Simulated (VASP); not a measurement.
# MgO (I4/mmm) in VASP: a series of runs, part 2 of 2

VASP 6.6.1. Earlier steps stand in the parts before.

### 5 Single point, r2SCAN (strain +0.1125 x Voigt [1, 0, 0, 0, 0, 0])

Input file POSCAR:

```
MgO
1.0
    0.0000000000      2.1351500000      2.1351500000
    2.3753543750      0.0000000000      2.1351500000
    2.3753543750      2.1351500000      0.0000000000
Mg O
1 1
Direct
    0.0000000000      0.0000000000      0.0000000000
    0.5000000000      0.5000000000      0.5000000000
```

Input file INCAR.step1:

```
SYSTEM = MgO
PREC     = Accurate       ! precision mode
ENCUT    = 520            ! plane-wave cutoff, eV
ISMEAR   = 0              ! smearing method
SIGMA    = 0.05           ! smearing width, eV
LREAL    = .False.        ! projectors in reciprocal space
LASPH    = .True.         ! aspherical terms in the spheres
NELM     = 80             ! most SCF steps
NBANDS   = 11             ! bands
GGA      = PE             ! functional
ALGO     = Normal         ! electronic algorithm
EDIFF    = 1E-4           ! SCF threshold, eV
LWAVE    = .True.         ! write WAVECAR
LCHARG   = .False.        ! write CHGCAR
```

Input file INCAR.step2:

```
SYSTEM = MgO
PREC     = Accurate       ! precision mode
ENCUT    = 520            ! plane-wave cutoff, eV
EDIFF    = 1E-6           ! SCF threshold, eV
ISMEAR   = 0              ! smearing method
SIGMA    = 0.05           ! smearing width, eV
LREAL    = .False.        ! projectors in reciprocal space
LASPH    = .True.         ! aspherical terms in the spheres
NELM     = 80             ! most SCF steps
ALGO     = Normal         ! electronic algorithm
ISIF     = 2              ! what is computed and relaxed
LWAVE    = .False.        ! write WAVECAR
LCHARG   = .True.         ! write CHGCAR
METAGGA  = R2SCAN         ! meta-GGA
LMIXTAU  = .True.       
LELF     = .True.         ! ELF
LVHAR    = .True.       
NBANDS   = 11             ! bands
ISTART   = 1
```

Input file KPOINTS:

```
Automatic mesh
0
Gamma
  10 10 10
  0 0 0
```

Potentials or basis: VASP PAW PBE potentials, release 64 (Mg, O).

Run with:

```sh
cat potpaw_PBE.64/Mg/POTCAR potpaw_PBE.64/O/POTCAR > POTCAR
cp INCAR.step1 INCAR
mpirun -np 1 vasp_std > vasp.out
cp INCAR.step2 INCAR
mpirun -np 1 vasp_std > vasp.out
```

OUTCAR:

```text
SYSTEM = MgO
   PREC = Accurate
   ENCUT = 520
   EDIFF = 1E-6
   ISMEAR = 0
   LREAL = .False.
   LASPH = .True.
   NELM = 80
   ISIF = 2
   METAGGA = R2SCAN
   ISTART = 1

 ion  position               nearest neighbor table
   1  0.000  0.000  0.000-   2 2.14   2 2.14   2 2.14   2 2.14   2 2.38   2 2.38
   2  0.500  0.500  0.500-   1 2.14   1 2.14   1 2.14   1 2.14   1 2.38   1 2.38

  LATTYP: Found a body centered tetragonal cell.
 ALAT       =     3.0195580877
 C/A-ratio  =     1.5733125881

  Lattice vectors:

 A1 = (   2.3753543750,   0.0000000000,   2.1351500000)
 A2 = (   2.3753543750,   0.0000000000,  -2.1351500000)
 A3 = (  -2.3753543750,   2.1351500000,   0.0000000000)

Analysis of symmetry for initial positions (statically):
=====================================================================
 Subroutine PRICEL returns:
 Original cell was already a primitive cell.

 Routine SETGRP: Setting up the symmetry group for a
 body centered tetragonal supercell.

 Subroutine GETGRP returns: Found 16 space group operations
 (whereof 16 operations were pure point group operations)
 out of a pool of 16 trial point group operations.

The static configuration has the point symmetry D_4h.
[... 165 lines left out ...]
 fundamental gap:      4.0921866816
 Fermi energy:         2.1760521750

 k-point     1 :       0.0000    0.0000    0.0000
  band No.  band energies     occupation
      1     -15.7767      2.00000
      2       1.6780      2.00000
      3       1.6780      2.00000
      4       1.8765      2.00000
      5       5.9687      0.00000
      6      17.1490      0.00000
      7      18.1894      0.00000
      8      18.1894      0.00000
      9      21.5951      0.00000
     10      21.6192      0.00000
     11      22.6223      0.00000
[... 309 lines left out ...]
 k-point    24 :       0.4000    0.3000    0.0000
  band No.  band energies     occupation
      1     -14.8098      2.00000
      2      -1.3590      2.00000
      3       0.3836      2.00000
      4       0.9390      2.00000
      5      10.8584      0.00000
      6      12.2199      0.00000
      7      15.5160      0.00000
      8      18.3637      0.00000
      9      19.8255      0.00000
     10      25.4866      0.00000
     11      27.6464      0.00000

 [... further k-points ...]
[... 5 lines left out ...]
  --------------------------------------------------------------------------------------
  -------------------------------------------------------------------------------------
  Total       -2.8332520     -2.0935923     -2.0935923      0.0000000      0.0000000     -0.0000000
  in kB     -209.5948440   -154.8772069   -154.8772069      0.0000000      0.0000000     -0.0000000
  external PRESSURE =    -173.1164193 kB  Pullay stress =       0.0000000 kB

 VOLUME and BASIS-vectors are now :
 -----------------------------------------------------------------------------
  energy-cutoff  :      520.00
  volume of cell :       21.66
      direct lattice vectors                 reciprocal lattice vectors
     0.000000000  2.135150000  2.135150000    -0.210494908  0.234175585  0.234175585
     2.375354375  0.000000000  2.135150000     0.210494908 -0.234175585  0.234175585
     2.375354375  2.135150000  0.000000000     0.210494908  0.234175585 -0.234175585

 POSITION                                       TOTAL-FORCE (eV/Angst)
 -----------------------------------------------------------------------------------
      0.00000      0.00000      0.00000        -0.000000      0.000000      0.000000
      2.37535      2.13515      2.13515         0.000000     -0.000000     -0.000000
 -----------------------------------------------------------------------------------
    total drift:                               -0.000000     -0.000000      0.000000

  FREE ENERGIE OF THE ION-ELECTRON SYSTEM (eV)
  ---------------------------------------------------
  free  energy   TOTEN  =       -15.9120403457 eV

  energy  without entropy=      -15.9120403457  energy(sigma->0) =      -15.91204035
```

It took 58 s on 1 thread of Intel Xeon Platinum 8488C (Sapphire Rapids), shared host; peak memory 0.16 GiB.

What came out:

* Free energy: -15.9120 eV
* Pressure: -17.3 GPa
* Band gap on the k mesh: 4.09 eV, direct

Levels at points of the mesh, in eV from the valence-band top:
```tsv
k point	band 1	band 2	band 3	band 4	band 5	band 6	band 7	band 8	band 9
(0.00, 0.00, 0.00)	-17.65	-0.20	-0.20	0.00	4.09	15.27	16.31	16.31	19.72
(0.50, 0.00, 0.00)	-16.73	-4.12	-0.76	-0.57	7.70	11.91	14.99	16.99	19.98
(0.50, 0.50, 0.00)	-16.46	-3.56	-1.74	-1.07	9.44	9.44	13.06	16.75	18.64
(0.00, 0.50, 0.50)	-16.71	-3.78	-1.05	-1.05	9.53	10.40	11.69	18.92	18.92
```

Caveat: the cell differs from its parent crystal (strain +0.1125 x Voigt [1, 0, 0, 0, 0, 0]); the PAW data sets were made with another functional, which shifts forces and pressure a little.

### 6 Single point, r2SCAN (strain +0.1312 x Voigt [1, 0, 0, 0, 0, 0])

Input file POSCAR:

```
MgO
1.0
    0.0000000000      2.1351500000      2.1351500000
    2.4152816800      0.0000000000      2.1351500000
    2.4152816800      2.1351500000      0.0000000000
Mg O
1 1
Direct
    0.0000000000      0.0000000000      0.0000000000
    0.5000000000      0.5000000000      0.5000000000
```

Input file INCAR.step1:

```
PREC = Accurate
ENCUT = 520
ISMEAR = 0
SIGMA = 0.05
LREAL = F
LASPH = T
NELM = 100
NBANDS = 11
GGA = PE
ALGO = Normal
EDIFF = 1E-4
LWAVE = T
LCHARG = F
```

Input file INCAR.step2:

```
PREC = Accurate
ENCUT = 520
EDIFF = 1E-6
ISMEAR = 0
SIGMA = 0.05
LREAL = F
LASPH = T
NELM = 100
ALGO = Normal
ISIF = 2
LWAVE = F
LCHARG = F
METAGGA = R2SCAN
LMIXTAU = T
NBANDS = 11
ISTART = 1
```

Input file KPOINTS:

```
Automatic mesh
0
Gamma
  10 10 10
```

Potentials or basis: VASP PAW PBE potentials, release 64 (Mg, O).

Run with:

```sh
cat potpaw_PBE.64/Mg/POTCAR potpaw_PBE.64/O/POTCAR > POTCAR
cp INCAR.step1 INCAR
mpirun -np 1 vasp_std > vasp.out
cp INCAR.step2 INCAR
mpirun -np 1 vasp_std > vasp.out
```

OUTCAR:

```text
PREC = Accurate
   ENCUT = 520
   EDIFF = 1E-6
   ISMEAR = 0
   LREAL = F
   LASPH = T
   NELM = 100
   ISIF = 2
   METAGGA = R2SCAN
   ISTART = 1

 ion  position               nearest neighbor table
   1  0.000  0.000  0.000-   2 2.14   2 2.14   2 2.14   2 2.14   2 2.42   2 2.42
   2  0.500  0.500  0.500-   1 2.14   1 2.14   1 2.14   1 2.14   1 2.42   1 2.42

  LATTYP: Found a body centered tetragonal cell.
 ALAT       =     3.0195580877
 C/A-ratio  =     1.5997583818

  Lattice vectors:

 A1 = (   2.4152816800,   0.0000000000,   2.1351500000)
 A2 = (   2.4152816800,   0.0000000000,  -2.1351500000)
 A3 = (  -2.4152816800,   2.1351500000,   0.0000000000)

Analysis of symmetry for initial positions (statically):
=====================================================================
 Subroutine PRICEL returns:
 Original cell was already a primitive cell.

 Routine SETGRP: Setting up the symmetry group for a
 body centered tetragonal supercell.

 Subroutine GETGRP returns: Found 16 space group operations
 (whereof 16 operations were pure point group operations)
 out of a pool of 16 trial point group operations.

The static configuration has the point symmetry D_4h.

Analysis of symmetry for dynamics (positions and initial velocities):
=====================================================================
 Subroutine PRICEL returns:
 Original cell was already a primitive cell.

 Routine SETGRP: Setting up the symmetry group for a
 body centered tetragonal supercell.

 Subroutine GETGRP returns: Found 16 space group operations
 (whereof 16 operations were pure point group operations)
 out of a pool of 16 trial point group operations.

The dynamic configuration has the point symmetry D_4h.

 Subroutine INISYM returns: Found 16 space group operations
 (whereof 16 operations are pure point group operations),
 and found     1 'primitive' translations

----------------------------------------------------------------------------------------

                                     Primitive cell

  volume of cell :      22.0219

  direct lattice vectors                    reciprocal lattice vectors
     0.000000000  2.135150000  2.135150000    -0.207015192  0.234175585  0.234175585
     2.415281680  0.000000000  2.135150000     0.207015192 -0.234175585  0.234175585
     2.415281680  2.135150000  0.000000000     0.207015192  0.234175585 -0.234175585

  length of vectors
     3.019558088  3.223732482  3.223732482     0.390553068  0.390553068  0.390553068

  position of ions in fractional coordinates (direct lattice)
     0.000000000  0.000000000  0.000000000
     0.500000000  0.500000000  0.500000000

  ion indices of the primitive-cell ions
   primitive index   ion index
                 1           1
                 2           2

----------------------------------------------------------------------------------------

 KPOINTS: Automatic mesh

Automatic generation of k-mesh.
 Grid dimensions read from file:
 generate k-points for:   10   10   10

 Generating k-lattice:

  Cartesian coordinates                     Fractional coordinates (reciprocal lattice)
    -0.020701519  0.023417558  0.023417558     0.100000000 -0.000000000 -0.000000000
     0.020701519 -0.023417558  0.023417558     0.000000000  0.100000000  0.000000000
     0.020701519  0.023417558 -0.023417558     0.000000000  0.000000000  0.100000000

  Length of vectors
     0.039055307  0.039055307  0.039055307

  Shift w.r.t. Gamma in fractional coordinates (k-lattice)
     0.000000000  0.000000000  0.000000000

 Subroutine IBZKPT returns following result:
 ===========================================

 Found    102 irreducible k-points:

 Following reciprocal coordinates:
            Coordinates               Weight
  0.000000  0.000000  0.000000      1.000000
  0.100000 -0.000000 -0.000000      8.000000
  0.200000 -0.000000 -0.000000      8.000000
  0.300000 -0.000000 -0.000000      8.000000
  0.400000  0.000000  0.000000      8.000000
  0.500000 -0.000000 -0.000000      4.000000
[... 16 lines left out ...]
  0.300000  0.300000  0.000000      4.000000
  0.400000  0.300000  0.000000     16.000000
 [... further k-points ...]
   k-points           NKPTS =    102   k-points in BZ     NKDIM =    102   number of bands    NBANDS=     11
   number of dos      NEDOS =    301   number of ions     NIONS =      2
   total plane-waves  NPLWV =  13824
   dimension x,y,z NGX =    24 NGY =   24 NGZ =   24
   dimension x,y,z NGXF=    48 NGYF=   48 NGZF=   48
   ions per type =               1   1
   NGX,Y,Z   is equivalent  to a cutoff of  13.21, 12.38, 12.38 a.u.
   NGXF,Y,Z  is equivalent  to a cutoff of  26.43, 24.75, 24.75 a.u.
 SYSTEM =  unknown system
   PREC   = accura    normal or accurate (medium, high low for compatibility)
   ISTART =      1    job   : 0-new  1-cont  2-samecut
   ICHARG =      0    charge: 1-file 2-atom 10-const
   ISPIN  =      1    spin polarized calculation?
   LNONCOLLINEAR =      F non collinear calculations
   LSORBIT =      F    spin-orbit coupling
   LASPH  =      T    aspherical Exc in radial PAW
   ENCUT  =  520.0 eV  38.22 Ry    6.18 a.u.   5.61  5.99  5.99*2*pi/ulx,y,z
   NELM   =    100;   NELMIN=  2; NELMDL=  0     # of ELM steps
   EDIFF  = 0.1E-05   stopping-criterion for ELM
   LREAL  =      F    real-space projection
   EDIFFG = 0.1E-04   stopping-criterion for IOM
   NSW    =      0    number of steps for IOM
   IBRION =     -1    ionic relax: 0-MD 1-quasi-New 2-CG
   NFREE  =      0    steps in history (QN), initial steepest desc. (CG)
   ISIF   =      2    stress and relaxation
   ISYM   =      2    0-nonsym 1-usesym 2-fastsym
   POTIM  = 0.5000    time-step for ionic-motion
   TEBEG  =    0.0;   TEEND  =   0.0 temperature during run
   PSTRESS=    0.0 pullay stress
   NELECT =       8.0000    total number of electrons
   NUPDOWN=      -1.0000    fix difference up-down
   EMIN   =  10.00;   EMAX   =-10.00  energy-range for DOS
   EFERMI =   0.00;   METHOD = LEGACY
   ISMEAR =     0;   SIGMA  =   0.05  broadening in eV -4-tet -1-fermi 0-gaus
   EFERMI_NEDOS =   21; number of points for ismear=-14 and -15
   IALGO  =     38    algorithm
   IMIX   =      4    mixing-type and parameters
     AMIX     =   0.40;   BMIX     =  1.00
     AMIX_MAG =   1.60;   BMIX_MAG =  1.00
  volume/ion in A,a.u.               =      11.01        74.31
  Fermi-wavevector in a.u.,A,eV,Ry     =   1.168118  2.207423 18.565138  1.364499
  Thomas-Fermi vector in A             =   2.304609
   LORBIT       =      0    0 simple, 1 ext, 2 COOP (PROOUT), +10 PAW based schemes
   METAGGA = R2SCAN    functional components
   LHFCALC =     F    Hartree Fock is set to
   AEXX    =    0.0000 exact exchange contribution
   IVDW    =     0    specifies the selected vdW correction
   LEPSILON=     F    determine dielectric tensor
   LRPA    =     F    only Hartree local field effects (RPA)
 non-spin polarized calculation
 Gauss-broadening in eV      SIGMA  =   0.05
  energy-cutoff  :      520.00
  volume of cell :       22.02
 maximum number of plane-waves:       628
   NGX = 11   NGY = 11   NGZ = 11

 number of electron       8.0000000 magnetization

 Free energy of the ion-electron system (eV)
  ---------------------------------------------------
  ext. energy  EPLUGINS =         0.00000000
  ---------------------------------------------------
  free energy    TOTEN  =       -15.86433686 eV

  energy without entropy =      -15.86433686  energy(sigma->0) =      -15.86433686

 E-fermi :   2.0455     XC(G=0): -10.7522

 val. band max:        1.7743026795   @ k =   0.0000   0.0000   0.0000
 cond. band min:       5.7183310385   @ k =   0.0000   0.0000   0.0000
 fundamental gap:      3.9440283590
 Fermi energy:         2.0455103819

 k-point     1 :       0.0000    0.0000    0.0000
  band No.  band energies     occupation
      1     -15.8237      2.00000
      2       1.5577      2.00000
      3       1.5577      2.00000
      4       1.7743      2.00000
      5       5.7183      0.00000
      6      16.8816      0.00000
      7      18.0728      0.00000
      8      18.0728      0.00000
      9      21.1670      0.00000
     10      21.3884      0.00000
     11      21.9735      0.00000
[... 309 lines left out ...]
 k-point    24 :       0.4000    0.3000    0.0000
  band No.  band energies     occupation
      1     -14.8785      2.00000
      2      -1.4243      2.00000
      3       0.2486      2.00000
      4       0.8783      2.00000
      5      10.5984      0.00000
      6      12.0460      0.00000
      7      15.3329      0.00000
      8      17.9191      0.00000
      9      19.5774      0.00000
     10      25.0482      0.00000
     11      27.1176      0.00000

 [... further k-points ...]
[... 5 lines left out ...]
  --------------------------------------------------------------------------------------
  -------------------------------------------------------------------------------------
  Total       -2.9294175     -2.2496122     -2.2496122     -0.0000000      0.0000000      0.0000000
  in kB     -213.1264178   -163.6679615   -163.6679615     -0.0000000      0.0000000      0.0000000
  external PRESSURE =    -180.1541136 kB  Pullay stress =       0.0000000 kB

 VOLUME and BASIS-vectors are now :
 -----------------------------------------------------------------------------
  energy-cutoff  :      520.00
  volume of cell :       22.02
      direct lattice vectors                 reciprocal lattice vectors
     0.000000000  2.135150000  2.135150000    -0.207015192  0.234175585  0.234175585
     2.415281680  0.000000000  2.135150000     0.207015192 -0.234175585  0.234175585
     2.415281680  2.135150000  0.000000000     0.207015192  0.234175585 -0.234175585

 POSITION                                       TOTAL-FORCE (eV/Angst)
 -----------------------------------------------------------------------------------
      0.00000      0.00000      0.00000        -0.000000      0.000000      0.000000
      2.41528      2.13515      2.13515         0.000000     -0.000000     -0.000000
 -----------------------------------------------------------------------------------
    total drift:                               -0.000000     -0.000000      0.000000

  FREE ENERGIE OF THE ION-ELECTRON SYSTEM (eV)
  ---------------------------------------------------
  free  energy   TOTEN  =       -15.8643368634 eV

  energy  without entropy=      -15.8643368634  energy(sigma->0) =      -15.86433686
```

OSZICAR.step1:

```text
N       E                     dE             d eps       ncg     rms          rms(c)
DAV:   1     0.137352701451E+02    0.13735E+02   -0.45447E+03  2548   0.639E+02
DAV:   2    -0.127231463567E+02   -0.26458E+02   -0.25591E+02  2608   0.131E+02
DAV:   3    -0.133652321264E+02   -0.64209E+00   -0.64171E+00  2702   0.181E+01
DAV:   4    -0.133669800841E+02   -0.17480E-02   -0.17479E-02  2487   0.109E+00
DAV:   5    -0.133669866320E+02   -0.65479E-05   -0.65479E-05  2532   0.650E-02    0.731E+00
DAV:   6    -0.117592559467E+02    0.16077E+01   -0.10654E+01  2391   0.169E+01    0.260E+00
DAV:   7    -0.117294799644E+02    0.29776E-01   -0.12614E-01  2448   0.260E+00    0.140E+00
DAV:   8    -0.117198900778E+02    0.95899E-02   -0.43093E-02  2328   0.222E+00    0.306E-01
DAV:   9    -0.117192421810E+02    0.64790E-03   -0.90652E-04  2616   0.219E-01    0.161E-01
DAV:  10    -0.117191983874E+02    0.43794E-04   -0.51296E-04  2370   0.180E-01
   1 F= -.11719198E+02 E0= -.11719198E+02  d E =-.104139E-16
```

Run time: 60 s. Hardware: 1 thread of Intel Xeon Platinum 8488C (Sapphire Rapids), shared host; peak memory 0.16 GiB.

Results:

* Free energy: -15.8643 eV
* Pressure: -18.0 GPa
* Band gap on the k mesh: 3.94 eV, direct

Stress tensor (GPa, compression positive):
```
-21.31   0.00   0.00
  0.00 -16.37   0.00
  0.00   0.00 -16.37
```

Levels at points of the mesh, in eV from the valence-band top:
| k point | band 1 | band 2 | band 3 | band 4 | band 5 | band 6 | band 7 | band 8 | band 9 |
| --- | --- | --- | --- | --- | --- | --- | --- | --- | --- |
| (0.00, 0.00, 0.00) | -17.60 | -0.22 | -0.22 | 0.00 | 3.94 | 15.11 | 16.30 | 16.30 | 19.39 |
| (0.50, 0.00, 0.00) | -16.70 | -4.06 | -0.77 | -0.55 | 7.58 | 11.70 | 14.75 | 17.00 | 19.73 |
| (0.50, 0.50, 0.00) | -16.43 | -3.50 | -1.79 | -1.02 | 9.30 | 9.39 | 12.96 | 16.35 | 18.50 |
| (0.00, 0.50, 0.50) | -16.71 | -3.73 | -1.01 | -1.01 | 9.39 | 10.47 | 11.39 | 18.82 | 18.82 |

Caveat: the cell differs from its parent crystal (strain +0.1312 x Voigt [1, 0, 0, 0, 0, 0]); the PAW data sets were made with another functional, which shifts forces and pressure a little.

### 7 Summary

| cell | gap on the mesh (eV) | pressure (GPa) |
| --- | --- | --- |
| a = 3.020, b = 2.802, c = 2.802 Å, angles 65.2, 57.4, 57.4°, 2 atoms | 6.50 | 37.9 |
| a = 3.020, b = 2.855, c = 2.855 Å, angles 63.9, 58.1, 58.1°, 2 atoms | 6.20 | 19.6 |
| a = 3.020, b = 2.909, c = 2.909 Å, angles 62.5, 58.7, 58.7°, 2 atoms | 5.87 | 6.9 |
| a = 3.020, b = 3.194, c = 3.194 Å, angles 56.4, 61.8, 61.8°, 2 atoms | 4.09 | -17.3 |
| a = 3.020, b = 3.224, c = 3.224 Å, angles 55.9, 62.1, 62.1°, 2 atoms | 3.94 | -18.0 |

Alike in all rows: task single point; level r2SCAN; potentials or basis VASP PAW PBE potentials, release 64 (Mg, O); no spin polarisation; k mesh 10 × 10 × 10; cutoff (eV) 520; smearing gaussian 0.05 eV.

Caveats: the PAW data sets were made with another functional, which shifts forces and pressure a little.

Absolute energies hang on the potentials; compare differences alone.
